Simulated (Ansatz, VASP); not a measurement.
One calculation of TiO2, two programs

```xyz
6
Lattice="4.8601 0.0000 0.0000 0.0000 4.8601 0.0000 0.0000 0.0000 3.2010" Properties=species:S:1:pos:R:3 pbc="T T T"
Ti    0.0000    0.0000    0.0000
Ti    2.4301    2.4301    1.6005
O     1.4828    1.4828    0.0000
O     0.9472    3.9129    1.6005
O     3.3773    3.3773    0.0000
O     3.9129    0.9472    1.6005
```

Alike in both runs: task single point; functional PBE; k mesh 6 × 6 × 10; occupations gaussian, width 0.05 eV; no spin polarisation.

```csv
,VASP,Ansatz
version,VASP 6.6.1,Ansatz 0.2.0
potentials or method,"VASP PAW PBE potentials, release 64 (Ti_sv, O), cutoff 520 eV","scalar-relativistic, plane waves, PAW"
valence electrons in the cell,48,48
```

|  | VASP | Ansatz | Ansatz less VASP |
| --- | --- | --- | --- |
| gap on the k mesh at the Fermi level (eV) | 1.38 | 1.40 | +0.022 |
| least direct gap on the mesh (eV) | 1.38 | 1.40 | +0.022 |
| pressure (GPa) | -26.8 | -27.2 | -0.39 |
| traceless stress, the component that is largest in VASP (GPa) | -8.10 | -8.24 | -0.139 |
| rms of the force components (eV/Å) | 0.230 | 0.236 | +0.0057 |

Atom by atom the forces differ by 0.006 eV/Å (rms over components). The functional is the same, so the differences come from potentials, cutoffs and numerics.
